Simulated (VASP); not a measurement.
A run of VASP 6.6.1 is set up as follows.

POSCAR

```
GaN
1.0
    3.1830984299      0.0000000000      0.0000000000
   -1.5915492150      2.7566441030      0.0000000000
    0.0000000000      0.0000000000      5.1835962425
Ga N
2 2
Direct
    0.3333333333      0.6666666667      0.9991101046
    0.6666666667      0.3333333333      0.4991101046
    0.2970573411      0.5941146823      0.4144731474
    0.6666666667      0.3333333333      0.8758898954
```

Contents of INCAR.step1:

```
PREC = Accurate
ENCUT = 520
ISMEAR = 0
SIGMA = 0.05
LREAL = F
LASPH = T
NELM = 80
NBANDS = 26
GGA = PE
ALGO = Normal
EDIFF = 1E-4
LWAVE = T
LCHARG = F
```

The input INCAR.step2:

```
PREC = Accurate
ENCUT = 520
EDIFF = 1E-7
ISMEAR = 0
SIGMA = 0.05
LREAL = F
LASPH = T
NELM = 80
ALGO = Normal
ISIF = 2
LWAVE = F
LCHARG = F
METAGGA = R2SCAN
LMIXTAU = T
NBANDS = 26
ISTART = 1
```

The input KPOINTS:

```
regular mesh
0
Gamma
  12 12 6
```

Potentials or basis: VASP PAW PBE potentials, release 64 (Ga_d, N).

Launch:

```sh
$ cat potpaw_PBE.64/Ga_d/POTCAR potpaw_PBE.64/N/POTCAR > POTCAR
$ cp INCAR.step1 INCAR
$ mpirun -np 1 vasp_std > vasp.out
$ cp INCAR.step2 INCAR
$ mpirun -np 1 vasp_std > vasp.out
```

Task: Predict the largest force.

Result: 4.167 eV/Å.

Task: Estimate the pressure.

Result: 5.7 GPa.

Stress tensor (GPa, compression positive):
```
18.85  0.00  0.00
 0.00 -0.57 -2.15
 0.00 -2.15 -1.06
```

Caveat: the cell differs from its parent crystal (atom 3 (N) moved by (-0.200, +0.200) A along y and z); the stress differs along the axes, from -1 to 19 GPa; the PAW data sets were made with another functional, which shifts forces and pressure a little.
